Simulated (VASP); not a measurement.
Pt: single point with PBE

The system is Pt.

```xyz
1
Lattice="0.0000 2.2271 1.5137 2.2271 0.0000 1.5137 2.2271 2.2271 0.0000" Properties=species:S:1:pos:R:3 pbc="T T T"
Pt    0.0000    0.0000    0.0000
```

* Program: VASP 6.6.1
* Task: single point
* Functional: PBE
* Potentials or basis: VASP PAW PBE potentials, release 64 (Pt)
* Cutoff: 520 eV
* k mesh: 22 × 22 × 22
* Occupations: gaussian, width 0.15 eV
* Spin: no spin polarisation
* Dipole correction: no
* Further INCAR settings: ALGO = Normal; EDIFF = 1e-07; NBANDS = 11

* Pressure: 14.0 GPa
* Band gap on the k mesh: zero (bands 5 and 6 overlap by 2.36 eV)

Stress tensor (GPa, compression positive):
```
15.42  0.00  0.00
 0.00 15.42  0.00
 0.00  0.00 11.04
```

Levels at points of the mesh, in eV from the Fermi level:
| k point | band 2 | band 3 | band 4 | band 5 | band 6 | band 7 | band 8 | band 9 |
| --- | --- | --- | --- | --- | --- | --- | --- | --- |
| (0.00, 0.00, 0.00) | -3.98 | -3.61 | -3.61 | -1.33 | -0.85 | 16.83 | 16.83 | 17.65 |
| (0.50, 0.00, 0.00) | -5.41 | -1.18 | -0.55 | 0.22 | 1.19 | 6.89 | 13.15 | 15.99 |
| (0.50, 0.50, 0.00) | -6.57 | 0.56 | 0.56 | 0.69 | 7.40 | 7.40 | 8.63 | 13.50 |
| (0.50, 0.00, 0.50) | -5.02 | -1.58 | -0.84 | -0.05 | 1.12 | 6.52 | 13.58 | 16.97 |

Run time: 86 s on 1 thread of Intel(R) Xeon(R) Platinum 8259CL CPU @ 2.50GHz (Skylake/Cascade Lake) (shared host), peak memory 0.25 GiB.

Caveat: the cell stands under pressure; spin-orbit coupling is left out, which moves the levels of the heavy elements.
